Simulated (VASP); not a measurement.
# Al2GaN3 in VASP: further runs, part 2 of 2

VASP 6.6.1. The steps go on from the part before.

## (3) Relaxation of cell and atoms, PBEsol

This run uses another cell than the first one, of 8.78 Å³/atom.

Input file INCAR:

```
PREC = Accurate ; ENCUT = 600
EDIFF = 1E-6 ; ISMEAR = -1
SIGMA = 0.05 ; LREAL = False
LASPH = True ; NELM = 100
ALGO = Normal ; ISIF = 3
LWAVE = False ; LCHARG = False
GGA = PS ; IBRION = 2
NSW = 100 ; EDIFFG = -0.01
```

Input file KPOINTS:

```
regular mesh
0
Gamma
  6 6 6
```

Input file POSCAR:

```
Al2GaN3
1.0
    4.4963332525     -2.0877997885     -0.6223704824
    4.4847621558      2.0589806338     -0.6124957289
   -0.4666522199      0.0083100855      2.8940671140
Al Ga N
2 1 3
Direct
    0.6698868789      0.6817953476      0.6705337907
    0.3310139297      0.3273491149      0.3322488974
    0.0008146908     -0.0035850733     -0.0030112671
    0.8270282082      0.8307138674      0.3317922813
    0.4977304050      0.4998968390      0.0024600589
    0.1764521501      0.1685054225      0.6849376678
```

Potentials or basis: VASP PAW PBE potentials, release 64 (Al, Ga_d, N).

Started as:

```bash
$ cat potpaw_PBE.64/Al/POTCAR potpaw_PBE.64/Ga_d/POTCAR potpaw_PBE.64/N/POTCAR > POTCAR
$ mpirun -np 1 vasp_std > vasp.out
```

OUTCAR:

```text
PREC = Accurate
   ENCUT = 600
   EDIFF = 1E-6
   ISMEAR = -1
   LREAL = False
   LASPH = True
   NELM = 100
   ISIF = 3
   GGA = PS
   IBRION = 2
   NSW = 100
   EDIFFG = -0.01

 ion  position               nearest neighbor table
   1  0.670  0.682  0.671-   4 1.93   4 2.03   6 2.03   5 2.11   6 2.11   5 2.14   2 2.80   3 2.80
                             2 2.87   2 2.88   2 2.92   3 2.94   3 2.96   3 2.96   2 3.01   3 3.01
   2  0.331  0.327  0.332-   6 1.99   6 2.01   5 2.04   4 2.06   4 2.09   5 2.11   1 2.80   1 2.87
                             3 2.87   1 2.88   3 2.90   1 2.92   3 2.93   3 2.95   3 2.95   1 3.01
   3  0.001  0.996  0.997-   6 2.04   4 2.05   5 2.06   5 2.09   4 2.10   6 2.17   1 2.80   2 2.87
                             2 2.90   2 2.93   1 2.94   2 2.95   2 2.95   1 2.96   1 2.96   1 3.01
   4  0.827  0.831  0.332-   1 1.93   1 2.03   3 2.05   2 2.06   2 2.09   3 2.10
   5  0.498  0.500  0.002-   2 2.04   3 2.06   3 2.09   1 2.11   2 2.11   1 2.14
   6  0.176  0.169  0.685-   2 1.99   2 2.01   1 2.03   3 2.04   1 2.11   3 2.17

  LATTYP: Found a triclinic cell.
 ALAT       =     4.9963252188
 B/A-ratio  =     0.8299716576
 C/A-ratio  =     0.5867232186
[... 900 lines left out ...]

------------------------ aborting loop because EDIFF is reached ----------------------------------------
[... 75 lines left out ...]
--------------------------------------- Ionic step       11  -------------------------------------------

 number of electron      34.0000000 magnetization

 Free energy of the ion-electron system (eV)
  ---------------------------------------------------
  ext. energy  EPLUGINS =         0.00000000
  ---------------------------------------------------
  free energy    TOTEN  =       -43.00323929 eV

  energy without entropy =      -43.00323929  energy(sigma->0) =      -43.00323929

 E-fermi :  10.1673     XC(G=0): -12.7482

 val. band max:        9.1861700026   @ k =   0.5000   0.5000   0.0000
 cond. band min:      11.8219655623   @ k =   0.5000   0.5000   0.5000
 fundamental gap:      2.6357955597
 Fermi energy:        10.1672924889

 k-point     1 :       0.0000    0.0000    0.0000
  band No.  band energies     occupation
      1      -8.3415      2.00000
      2      -5.9224      2.00000
      3      -4.7797      2.00000
      4      -4.6442      2.00000
      5      -4.6385      2.00000
      6      -4.5275      2.00000
[... 600 lines left out ...]
  FREE ENERGIE OF THE ION-ELECTRON SYSTEM (eV)
  ---------------------------------------------------
  free  energy   TOTEN  =       -43.0032392852 eV

  energy  without entropy=      -43.0032392852  energy(sigma->0) =      -43.00323929

 reached required accuracy - stopping structural energy minimisation
```

OSZICAR:

```text
N       E                     dE             d eps       ncg     rms          rms(c)
DAV:   1     0.288395158088E+03    0.28840E+03   -0.18210E+04  5033   0.253E+03
DAV:   2    -0.773975942927E+01   -0.29613E+03   -0.28170E+03  5455   0.547E+02
DAV:   3    -0.463004045898E+02   -0.38561E+02   -0.37572E+02  5455   0.154E+02
[... 74 lines left out ...]
       N       E                     dE             d eps       ncg     rms          rms(c)
DAV:   1    -0.430032341146E+02   -0.30596E-04   -0.81158E-03  4744   0.778E-01    0.218E-02
DAV:   2    -0.430032430697E+02   -0.89552E-05   -0.20420E-04  5980   0.158E-01    0.124E-02
DAV:   3    -0.430032394813E+02    0.35884E-05   -0.11147E-05  7357   0.639E-02    0.427E-03
DAV:   4    -0.430032392852E+02    0.19613E-06   -0.26258E-06  4692   0.161E-02
  11 F= -.43003239E+02 E0= -.43003239E+02  d E =-.360881E-04
```

CONTCAR:

```text
Al2GaN3
   1.00000000000000
     4.5459518271174524   -2.0527574149333616   -0.6674496164390925
     4.5460899303536682    2.0526677303290031   -0.6675679918119448
    -0.5089562736600661   -0.0000088171263617    2.8598174949034991
  Al              Ga              N
     2     1     3
Direct
     0.6674019587685596    0.6676054968143933    0.6701643603409387
     0.3335823218713471    0.3338992299209517    0.3364055309751375
     0.0004586998223335    0.0007767740564708    0.0026712490126333
     0.8281311402864291    0.8284406394809249    0.3308274831124385
     0.5004704842097247    0.5008088162834596    0.0033446868198857
     0.1728816577415996    0.1731445615438009    0.6755481187389601

  0.00000000E+00  0.00000000E+00  0.00000000E+00
  0.00000000E+00  0.00000000E+00  0.00000000E+00
  0.00000000E+00  0.00000000E+00  0.00000000E+00
  0.00000000E+00  0.00000000E+00  0.00000000E+00
  0.00000000E+00  0.00000000E+00  0.00000000E+00
  0.00000000E+00  0.00000000E+00  0.00000000E+00
```

Run time: 16 min. Hardware: 1 thread of Intel Xeon 8259CL, shared host; peak memory 0.31 GiB.

What came out:

* Free energy: -43.0032 eV
* Relaxed volume: 8.66 Å³/atom
* Relaxed cell: a = 5.032 Å, b = 5.032 Å, c = 2.905 Å, α = 106.79°, β = 106.79°, γ = 48.15°
* Space group after relaxing (to 0.1 Å): Immm (No. 71)
* Energy gained by relaxing: 22.5 meV/atom
* Ionic steps: 11
* Pressure after relaxing: 0.0 GPa
* Largest force after relaxing: 0.009 eV/Å
* Band gap on the k mesh: 2.64 eV (least direct gap 2.81 eV)

Forces in eV/Å, atoms in the order of the input:
```
Al   0.000  0.003 -0.004
Al   0.003 -0.001 -0.002
Ga   0.000 -0.001  0.009
N   -0.003 -0.001  0.000
N    0.001 -0.002 -0.003
N   -0.002  0.001 -0.001
```

The path:
| step | energy change (eV) | largest force (eV/Å) | pressure (GPa) | volume (Å³) |
| --- | --- | --- | --- | --- |
| 1 | 0.0000 | 1.6297 | -2.15 | 52.70 |
| 2 | -0.1258 | 0.2060 | 1.04 | 51.79 |
| 3 | -0.1260 | 0.2103 | 0.83 | 51.83 |
| 4 | -0.1333 | 0.1004 | -0.66 | 52.11 |
| 5 | -0.1333 | 0.0998 | -0.64 | 52.11 |
| 6 | -0.1348 | 0.0364 | 0.35 | 51.91 |
| 7 | -0.1348 | 0.0369 | 0.33 | 51.91 |
| 8 | -0.1351 | 0.0159 | -0.15 | 52.00 |
| 9 | -0.1351 | 0.0162 | -0.01 | 51.99 |
| 10 | -0.1351 | 0.0152 | -0.05 | 51.99 |
| 11 | -0.1351 | 0.0093 | 0.02 | 51.98 |

Final structure:
```
Al Ga N
1.0
     4.54595   -2.05276   -0.66745
     4.54609    2.05267   -0.66757
    -0.50896   -0.00001    2.85982
Al Ga N
2 1 3
Cartesian
  5.7279 0.0004 1.0254
  2.8632 0.0006 0.5165
  0.0043 0.0007 0.0068
  7.3624 0.0006 -0.1597
  4.5501 0.0007 -0.6588
  1.2292 0.0005 1.7010
```

Levels at points of the mesh, in eV from the valence-band top:
```tsv
k point	band 13	band 14	band 15	band 16	band 17	band 18	band 19	band 20	band 21
(0.00, 0.00, 0.00)	-2.07	-1.68	-0.23	-0.23	-0.22	3.93	5.71	5.90	9.70
(0.50, 0.00, 0.00)	-1.68	-1.65	-1.43	-0.79	-0.45	5.44	6.55	6.85	8.89
(0.00, 0.50, 0.00)	-1.68	-1.65	-1.43	-0.79	-0.45	5.44	6.55	6.85	8.89
(0.50, 0.50, 0.00)	-2.97	-2.58	-1.77	-0.68	0.00	2.81	5.78	7.38	7.46
(0.00, 0.00, 0.50)	-3.59	-2.96	-2.95	-2.20	-1.90	2.64	5.96	6.71	7.56
(0.50, 0.00, 0.50)	-4.37	-2.82	-2.69	-0.75	-0.72	5.38	6.52	7.23	8.35
(0.00, 0.50, 0.50)	-4.37	-2.82	-2.69	-0.75	-0.72	5.38	6.52	7.23	8.35
(0.50, 0.50, 0.50)	-3.58	-2.96	-2.96	-2.21	-1.90	2.64	5.96	6.71	7.56
```

Caveat: the PAW data sets were made with another functional, which shifts forces and pressure a little.
